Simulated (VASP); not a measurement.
Here is a VASP 6.6.1 calculation.

INCAR

```
  PREC = Accurate
  ENCUT = 520
  EDIFF = 1E-6
  ISMEAR = 1
  SIGMA = 0.05
  LREAL = F
  LASPH = T
  NELM = 80
  ALGO = Normal
  ISIF = 2
  LWAVE = F
  LCHARG = F
  GGA = CA
  NBANDS = 14
```

Contents of KPOINTS:

```
Automatic mesh
0
Gamma
  7 7 7
```

Contents of POSCAR:

```
TiH
1.0
    0.0000000000      1.9804362066      1.9804362066
    1.9804362066      0.0000000000      1.9804362066
    1.9804362066      1.9804362066      0.0000000000
Ti H
1 1
Direct
    0.0000000000      0.0000000000      0.0000000000
    0.5000000000      0.5000000000      0.5000000000
```

Potentials or basis: VASP PAW LDA potentials, release 64 (Ti_sv, H).

Launch:

```sh
$ cat potpaw_LDA.64/Ti_sv/POTCAR potpaw_LDA.64/H/POTCAR > POTCAR
$ mpirun -np 1 vasp_std > vasp.out
```

Q: Estimate the pressure.

A: 20.2 GPa.

Caveat: the k points lie up to 0.39 Å⁻¹ apart.
